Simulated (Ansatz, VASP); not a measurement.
**Two plane-wave programs on MgS**

```
Mg S
1.0
     2.84861    2.84861    0.00000
    -2.84861    2.84861    0.00000
     0.00000    0.00000    5.69721
Mg S
2 2
Direct
  0.00000 0.00000 0.00000
  0.50000 0.50000 0.50000
  0.50000 0.00000 0.25000
  0.00000 0.50000 0.75000
```

Alike in both runs: task single point; functional PBE; k mesh 6 × 6 × 4; occupations gaussian, width 0.02 eV; no spin polarisation.

|  | VASP | Ansatz |
| --- | --- | --- |
| version | VASP 6.6.1 | Ansatz 0.2.0 |
| potentials or method | VASP PAW PBE potentials, release 64 (Mg, S), cutoff 520 eV | scalar-relativistic, plane waves, PAW |
| valence electrons in the cell | 16 | 32 |

Ansatz gave:

| Property | Result |
| --- | --- |
| gap on the k mesh at the Fermi level (eV) | 3.37 |
| least direct gap on the mesh (eV) | 3.37 |
| pressure (GPa) | 0.0 |

Question: Which values does VASP return?

Answer: gap on the k mesh at the Fermi level (eV): 3.37; least direct gap on the mesh (eV): 3.37; pressure (GPa): -0.1.

VASP's potentials hold 16 valence electrons a cell and Ansatz's 32, so a difference there can come from the potentials and not from the codes.
